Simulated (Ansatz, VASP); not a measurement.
Two plane-wave programs on HfB2

Contents of INCAR:

```
SYSTEM = HfB2
  PREC = Accurate
  ENCUT = 500
  EDIFF = 1E-6
  ISMEAR = 0
  SIGMA = 0.1
  LREAL = .FALSE.
  LASPH = .TRUE.
  NELM = 120
  ALGO = Normal
  ISIF = 2
  LWAVE = .FALSE.
  LCHARG = .FALSE.
  GGA = PE
  NBANDS = 15
  GGA_COMPAT = .FALSE.
```

File KPOINTS:

```
regular mesh
0
G
  6 6 4
  0 0 0
```

Contents of POSCAR:

```
HfB2
1.0
    3.1739032730      0.0000000000      0.0000000000
   -1.5869516365      2.7486808636      0.0000000000
    0.0000000000      0.0000000000      3.5249983719
Hf B
1 2
Direct
    0.0000000000      0.0000000000      0.0000000000
    0.3333333333      0.6666666667      0.5000000000
    0.6666666667      0.3333333333      0.5000000000
```

Input for Ansatz:

```yaml
crystal:
  lattice:
    - [3.173903273, 0.0, 0.0]
    - [-1.5869516365, 2.7486808636, 0.0]
    - [0.0, 0.0, 3.5249983719]
  atoms:
    - { symbol: Hf, position: [0.0, 0.0, 0.0] }
    - { symbol: B, position: [0.3333333333, 0.6666666667, 0.5] }
    - { symbol: B, position: [0.6666666667, 0.3333333333, 0.5] }
basis:
  ecutwfc: 420
kpoints:
  mp_grid: { grid: [6, 6, 4] }
hamiltonian:
  xc: pbe
scf:
  occupations: { method: gaussian, width: 0.1 }
  mixing: { algorithm: msr1, preconditioner: none }
  max_iter: 30
  convergence: { dr2_threshold: "1e-6 eV" }
output:
  forces: true
  stress: true
  eigenvalues: true
```

Alike in both runs: task single point; functional PBE; k mesh 6 × 6 × 4; occupations gaussian, width 0.1 eV; no spin polarisation.

```csv
,VASP,Ansatz
version,VASP 6.6.1,Ansatz 0.2.0
potentials or method,"VASP PAW PBE potentials, release 64 (Hf_pv, B), cutoff 500 eV","scalar-relativistic, plane waves, PAW"
valence electrons in the cell,16,32
```

Ansatz gave:

| Property | Result |
| --- | --- |
| gap on the k mesh at the Fermi level (eV) | none |
| pressure (GPa) | -6.6 |
| traceless stress, the component that is largest in VASP (GPa) | -1.56 |

**Question.** What did VASP give for the same quantities?

**Answer.** gap on the k mesh at the Fermi level (eV): none; pressure (GPa): -7.0; traceless stress, the component that is largest in VASP (GPa): -1.45.

A gap of «none» marks a metal or a gap that the smearing closes. VASP's potentials hold 16 valence electrons a cell and Ansatz's 32, so a difference there can come from the potentials and not from the codes. Ansatz's warnings: force scf threshold loose, stress scf threshold loose.

The k mesh is coarse, so the values compare programs but aren't converged. Neither program's run includes spin-orbit coupling.
